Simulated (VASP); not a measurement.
# GaGe3 (Pm-3m) in VASP: a series of runs

Runs on GaGe3. Level: PBEsol. Tasks: single point.

Everything below comes from runs of VASP 6.6.1. Logs are shortened: lines on timing, memory, paths and dates and some standing lists are left out, and cuts for length are marked.

## 1. The cell of the first run

Symmetry: Pm-3m, No. 221, cubic system. The conventional cell has a = 4.250 Å, b = 4.250 Å, c = 4.250 Å, α = 90.00°, β = 90.00°, γ = 90.00°. Within 4.0 Å of Ge (site symmetry 4/mmm) lie 8 Ge at 3.01 Å and 4 Ga at 3.01 Å. Ga (site symmetry m-3m) has 12 Ge at 3.01 Å within 4.0 Å.

## 2. Single point, PBEsol

File INCAR:

```
PREC = Accurate
ENCUT = 520
EDIFF = 1E-6
ISMEAR = -1
SIGMA = 0.05
LREAL = F
LASPH = T
NELM = 100
ALGO = Normal
ISIF = 2
LWAVE = F
LCHARG = F
GGA = PS
NBANDS = 36
```

File KPOINTS:

```
regular mesh
0
Gamma
  6 6 6
```

File POSCAR:

```
GaGe3
1.0
    4.2497505979      0.0000000000      0.0000000000
    0.0000000000      4.2497505979      0.0000000000
    0.0000000000      0.0000000000      4.2497505979
Ge Ga
3 1
Direct
    0.5000000000      0.5000000000      0.0000000000
    0.5000000000      0.0000000000      0.5000000000
    0.0000000000      0.5000000000      0.5000000000
    0.0000000000      0.0000000000      0.0000000000
```

Potentials or basis: VASP PAW PBE potentials, release 64 (Ge_d, Ga_d).

Run with:

```
$ cat potpaw_PBE.64/Ge_d/POTCAR potpaw_PBE.64/Ga_d/POTCAR > POTCAR
$ mpirun -np 1 vasp_std > vasp.out
```

OUTCAR:

```text
PREC = Accurate
   ENCUT = 520
   EDIFF = 1E-6
   ISMEAR = -1
   LREAL = F
   LASPH = T
   NELM = 100
   ISIF = 2
   GGA = PS

 ion  position               nearest neighbor table
   1  0.500  0.500  0.000-
   2  0.500  0.000  0.500-
   3  0.000  0.500  0.500-
   4  0.000  0.000  0.000-

  LATTYP: Found a simple cubic cell.
 ALAT       =     4.2497505979

  Lattice vectors:

 A1 = (   4.2497505979,   0.0000000000,   0.0000000000)
 A2 = (   0.0000000000,   4.2497505979,   0.0000000000)
 A3 = (   0.0000000000,   0.0000000000,   4.2497505979)

Analysis of symmetry for initial positions (statically):
=====================================================================
 Subroutine PRICEL returns:
 Original cell was already a primitive cell.

 Routine SETGRP: Setting up the symmetry group for a
 simple cubic supercell.

 Subroutine GETGRP returns: Found 48 space group operations
 (whereof 48 operations were pure point group operations)
 out of a pool of 48 trial point group operations.

The static configuration has the point symmetry O_h .

Analysis of symmetry for dynamics (positions and initial velocities):
=====================================================================
 Subroutine PRICEL returns:
 Original cell was already a primitive cell.

 Routine SETGRP: Setting up the symmetry group for a
 simple cubic supercell.

 Subroutine GETGRP returns: Found 48 space group operations
 (whereof 48 operations were pure point group operations)
 out of a pool of 48 trial point group operations.

The dynamic configuration has the point symmetry O_h .

 Subroutine INISYM returns: Found 48 space group operations
 (whereof 48 operations are pure point group operations),
 and found     1 'primitive' translations

----------------------------------------------------------------------------------------

                                     Primitive cell

  volume of cell :      76.7521

  direct lattice vectors                    reciprocal lattice vectors
     4.249750598  0.000000000  0.000000000     0.235307926  0.000000000  0.000000000
     0.000000000  4.249750598  0.000000000     0.000000000  0.235307926  0.000000000
[... 77 lines left out ...]
   ICHARG =      2    charge: 1-file 2-atom 10-const
   ISPIN  =      1    spin polarized calculation?
   LNONCOLLINEAR =      F non collinear calculations
   LSORBIT =      F    spin-orbit coupling
   LASPH  =      T    aspherical Exc in radial PAW
   ENCUT  =  520.0 eV  38.22 Ry    6.18 a.u.   7.90  7.90  7.90*2*pi/ulx,y,z
   NELM   =    100;   NELMIN=  2; NELMDL= -5     # of ELM steps
   EDIFF  = 0.1E-05   stopping-criterion for ELM
   LREAL  =      F    real-space projection
   EDIFFG = 0.1E-04   stopping-criterion for IOM
   NSW    =      0    number of steps for IOM
   IBRION =     -1    ionic relax: 0-MD 1-quasi-New 2-CG
   NFREE  =      0    steps in history (QN), initial steepest desc. (CG)
   ISIF   =      2    stress and relaxation
   ISYM   =      2    0-nonsym 1-usesym 2-fastsym
   POTIM  = 0.5000    time-step for ionic-motion
   TEBEG  =    0.0;   TEEND  =   0.0 temperature during run
   PSTRESS=    0.0 pullay stress
   NELECT =      55.0000    total number of electrons
   NUPDOWN=      -1.0000    fix difference up-down
   EMIN   =  10.00;   EMAX   =-10.00  energy-range for DOS
   EFERMI =   0.00;   METHOD = LEGACY
   ISMEAR =    -1;   SIGMA  =   0.05  broadening in eV -4-tet -1-fermi 0-gaus
   EFERMI_NEDOS =   21; number of points for ismear=-14 and -15
   IALGO  =     38    algorithm
   IMIX   =      4    mixing-type and parameters
     AMIX     =   0.40;   BMIX     =  1.00
     AMIX_MAG =   1.60;   BMIX_MAG =  1.00
  volume/ion in A,a.u.               =      19.19       129.49
  Fermi-wavevector in a.u.,A,eV,Ry     =   1.464982  2.768415 29.200446  2.146172
  Thomas-Fermi vector in A             =   2.580893
   LORBIT       =      0    0 simple, 1 ext, 2 COOP (PROOUT), +10 PAW based schemes
   GGA     = PS    functional components
   LHFCALC =     F    Hartree Fock is set to
   AEXX    =    0.0000 exact exchange contribution
   IVDW    =     0    specifies the selected vdW correction
   LEPSILON=     F    determine dielectric tensor
   LRPA    =     F    only Hartree local field effects (RPA)
 non-spin polarized calculation
  energy-cutoff  :      520.00
  volume of cell :       76.75
 maximum number of plane-waves:      2103
 NGX is ok and might be reduce to    32
   NGX = 15   NGY = 15   NGZ = 15

 number of electron      54.9999969 magnetization

 Free energy of the ion-electron system (eV)
  ---------------------------------------------------
  ext. energy  EPLUGINS =         0.00000000
  ---------------------------------------------------
  free energy    TOTEN  =       -17.23509423 eV

  energy without entropy =      -17.21220688  energy(sigma->0) =      -17.22365056

 E-fermi :   6.2015     XC(G=0): -11.2806

 val. band max:        6.1616823283   @ k =   0.3333   0.3333   0.0000
 cond. band min:       6.2214456886   @ k =   0.5000   0.5000   0.0000
 fundamental gap:      0.0597633603
 Fermi energy:         6.2014601843

 k-point     1 :       0.0000    0.0000    0.0000
  band No.  band energies     occupation
      1     -18.5161      2.00000
      2     -18.5161      2.00000
      3     -18.5161      2.00000
      4     -18.5056      2.00000
      5     -18.4694      2.00000
      6     -18.4694      2.00000
[... 769 lines left out ...]
     35      14.8474      0.00000
     36      14.8474      0.00000

------------------------ aborting loop because EDIFF is reached ----------------------------------------

  FORCE on cell =-STRESS in cart. coord.  units (eV):
  Direction    XX          YY          ZZ          XY          YZ          ZX
  --------------------------------------------------------------------------------------
  -------------------------------------------------------------------------------------
  Total       -1.1240649     -1.1240649     -1.1240649     -0.0000000      0.0000000      0.0000000
  in kB      -23.4645177    -23.4645177    -23.4645177     -0.0000000      0.0000000      0.0000000
  external PRESSURE =     -23.4645177 kB  Pullay stress =       0.0000000 kB

 VOLUME and BASIS-vectors are now :
 -----------------------------------------------------------------------------
  energy-cutoff  :      520.00
  volume of cell :       76.75
      direct lattice vectors                 reciprocal lattice vectors
     4.249750598  0.000000000  0.000000000     0.235307926  0.000000000  0.000000000
     0.000000000  4.249750598  0.000000000     0.000000000  0.235307926  0.000000000
     0.000000000  0.000000000  4.249750598     0.000000000  0.000000000  0.235307926

 POSITION                                       TOTAL-FORCE (eV/Angst)
 -----------------------------------------------------------------------------------
      2.12488      2.12488      0.00000         0.000000      0.000000      0.000000
      2.12488      0.00000      2.12488         0.000000      0.000000      0.000000
      0.00000      2.12488      2.12488         0.000000      0.000000      0.000000
      0.00000      0.00000      0.00000         0.000000      0.000000      0.000000
 -----------------------------------------------------------------------------------
    total drift:                                0.000000     -0.000000     -0.000000

  FREE ENERGIE OF THE ION-ELECTRON SYSTEM (eV)
  ---------------------------------------------------
  free  energy   TOTEN  =       -17.2350942284 eV

  energy  without entropy=      -17.2122068840  energy(sigma->0) =      -17.22365056
```

It took 19 s on 1 thread of AMD EPYC 9R45 (Zen 5), shared host; peak memory 0.17 GiB.

Results:

| Quantity | Value |
| --- | --- |
| Free energy | -17.2351 eV |
| Pressure | -2.3 GPa |

Levels at points of the mesh, in eV from the Fermi level:
| k point | band 24 | band 25 | band 26 | band 27 | band 28 | band 29 | band 30 | band 31 | band 32 | band 33 |
| --- | --- | --- | --- | --- | --- | --- | --- | --- | --- | --- |
| (0.00, 0.00, 0.00) | -3.88 | -3.88 | -3.88 | -3.33 | 2.63 | 2.63 | 2.63 | 3.56 | 3.56 | 3.56 |
| (0.50, 0.00, 0.00) | -3.29 | -1.98 | -1.98 | -1.38 | -1.38 | -0.07 | 0.16 | 4.52 | 4.68 | 4.74 |
| (0.50, 0.50, 0.00) | -7.25 | -0.73 | -0.17 | -0.17 | 0.02 | 0.22 | 0.22 | 0.70 | 1.57 | 6.28 |
| (0.50, 0.50, 0.50) | -5.50 | -5.26 | -5.01 | -5.01 | -5.01 | 6.74 | 6.74 | 6.81 | 6.81 | 6.81 |

Caveat: the PAW data sets were made with another functional, which shifts forces and pressure a little.

## 3. Single point, PBEsol

This run uses another cell than the first one, of 19.58 Å³/atom, 1.020 times its volume.

File INCAR:

```
SYSTEM = GaGe3
PREC = Accurate ; ENCUT = 520
EDIFF = 1E-6 ; ISMEAR = -1
SIGMA = 0.05 ; LREAL = .FALSE.
LASPH = .TRUE. ; NELM = 80
ALGO = Normal ; ISIF = 2
LWAVE = .FALSE. ; LCHARG = .TRUE.
GGA = PS ; LELF = .TRUE.
LVHAR = .TRUE. ; NBANDS = 36
```

File KPOINTS:

```
Automatic mesh
0
G
  6 6 6
  0 0 0
```

File POSCAR:

```
GaGe3
1.0
    4.2784660000      0.0000000000      0.0000000000
    0.0000000000      4.2784660000      0.0000000000
    0.0000000000      0.0000000000      4.2784660000
Ge Ga
3 1
Direct
    0.5000000000      0.5000000000      0.0000000000
    0.5000000000      0.0000000000      0.5000000000
    0.0000000000      0.5000000000      0.5000000000
    0.0000000000      0.0000000000      0.0000000000
```

Potentials or basis: VASP PAW PBE potentials, release 64 (Ge_d, Ga_d).

Run with:

```
$ cat potpaw_PBE.64/Ge_d/POTCAR potpaw_PBE.64/Ga_d/POTCAR > POTCAR
$ mpirun -np 1 vasp_std > vasp.out
```

OUTCAR:

```text
SYSTEM = GaGe3
   PREC = Accurate
   ENCUT = 520
   EDIFF = 1E-6
   ISMEAR = -1
   LREAL = .FALSE.
   LASPH = .TRUE.
   NELM = 80
   ISIF = 2
   GGA = PS

 ion  position               nearest neighbor table
   1  0.500  0.500  0.000-
   2  0.500  0.000  0.500-
   3  0.000  0.500  0.500-
   4  0.000  0.000  0.000-

  LATTYP: Found a simple cubic cell.
 ALAT       =     4.2784660000

  Lattice vectors:

 A1 = (   4.2784660000,   0.0000000000,   0.0000000000)
 A2 = (   0.0000000000,   4.2784660000,   0.0000000000)
 A3 = (   0.0000000000,   0.0000000000,   4.2784660000)

Analysis of symmetry for initial positions (statically):
=====================================================================
 Subroutine PRICEL returns:
 Original cell was already a primitive cell.

 Routine SETGRP: Setting up the symmetry group for a
 simple cubic supercell.

 Subroutine GETGRP returns: Found 48 space group operations
 (whereof 48 operations were pure point group operations)
[... 159 lines left out ...]
  free energy    TOTEN  =       -17.20753231 eV

  energy without entropy =      -17.18495745  energy(sigma->0) =      -17.19624488

 E-fermi :   5.9917     XC(G=0): -11.1802

 val. band max:        5.9729095509   @ k =   0.3333   0.0000   0.0000
 cond. band min:       6.0367100299   @ k =   0.5000   0.5000   0.0000
 fundamental gap:      0.0638004790
 Fermi energy:         5.9917227159

 k-point     1 :       0.0000    0.0000    0.0000
  band No.  band energies     occupation
      1     -18.7143      2.00000
      2     -18.7143      2.00000
      3     -18.7143      2.00000
      4     -18.7040      2.00000
      5     -18.6701      2.00000
      6     -18.6701      2.00000
[... 769 lines left out ...]
     35      14.4906      0.00000
     36      14.4906      0.00000

------------------------ aborting loop because EDIFF is reached ----------------------------------------

  FORCE on cell =-STRESS in cart. coord.  units (eV):
  Direction    XX          YY          ZZ          XY          YZ          ZX
  --------------------------------------------------------------------------------------
  -------------------------------------------------------------------------------------
  Total       -1.6684316     -1.6684316     -1.6684316     -0.0000000      0.0000000     -0.0000000
  in kB      -34.1314503    -34.1314503    -34.1314503     -0.0000000      0.0000000     -0.0000000
  external PRESSURE =     -34.1314503 kB  Pullay stress =       0.0000000 kB

 VOLUME and BASIS-vectors are now :
 -----------------------------------------------------------------------------
  energy-cutoff  :      520.00
  volume of cell :       78.32
      direct lattice vectors                 reciprocal lattice vectors
     4.278466000  0.000000000  0.000000000     0.233728631  0.000000000  0.000000000
     0.000000000  4.278466000  0.000000000     0.000000000  0.233728631  0.000000000
     0.000000000  0.000000000  4.278466000     0.000000000  0.000000000  0.233728631

 POSITION                                       TOTAL-FORCE (eV/Angst)
 -----------------------------------------------------------------------------------
      2.13923      2.13923      0.00000         0.000000      0.000000      0.000000
      2.13923      0.00000      2.13923         0.000000      0.000000      0.000000
      0.00000      2.13923      2.13923         0.000000      0.000000      0.000000
      0.00000      0.00000      0.00000         0.000000      0.000000      0.000000
 -----------------------------------------------------------------------------------
    total drift:                                0.000000     -0.000000     -0.000000

  FREE ENERGIE OF THE ION-ELECTRON SYSTEM (eV)
  ---------------------------------------------------
  free  energy   TOTEN  =       -17.2075323147 eV

  energy  without entropy=      -17.1849574499  energy(sigma->0) =      -17.19624488
```

Wall time 19 s (1 thread of AMD EPYC 9R45 (Zen 5), shared host); peak memory 0.17 GiB.

Results:

* Free energy: -17.2075 eV
* Pressure: -3.4 GPa

Caveat: the PAW data sets were made with another functional, which shifts forces and pressure a little.
